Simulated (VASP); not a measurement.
# HfO2: vibrations by perturbation theory with PBE

HfO2:

```
Hf O
1.0
     0.00000   -2.54892   -2.54892
     0.00000    2.54892   -2.54892
     5.09784    0.00000    0.00000
Hf O
2 4
Cartesian
  2.5489 0.0000 -2.5489
  0.0000 0.0000 0.0000
  3.8234 1.2745 -1.2745
  1.2745 -1.2745 -1.2745
  1.2745 1.2745 -1.2745
  3.8234 -1.2745 -1.2745
```

- Program: VASP 6.6.1
- Task: vibrations by perturbation theory
- Functional: PBE
- Potentials or basis: VASP PAW PBE potentials, release 64 (Hf_pv, O)
- Cutoff: 520 eV
- k mesh: 6 × 6 × 6
- Occupations: gaussian, width 0.05 eV
- Spin: no spin polarisation
- Dipole correction: no
- Further INCAR settings: ALGO = Normal; EDIFF = 1e-08; NBANDS = 31; IBRION = 8; NSW = 1

```
Highest phonon frequency at Γ, LO-TO splitting left out : 672 cm⁻¹
Most unstable mode                                      : 236i cm⁻¹
```

Phonon frequencies in cm⁻¹ (negative: imaginary):
```csv
q point,frequencies
"(0.000, 0.000, 0.000)",-236 0 0 0 86 86 209 209 209 248 278 278 545 545 559 560 560 672
```

Run time: 37 min on 1 thread of Intel Xeon 8259CL, on a shared host, peak memory 0.37 GiB.

Caveat: the cell stands under pressure or tension, which shifts response properties; some modes are imaginary.
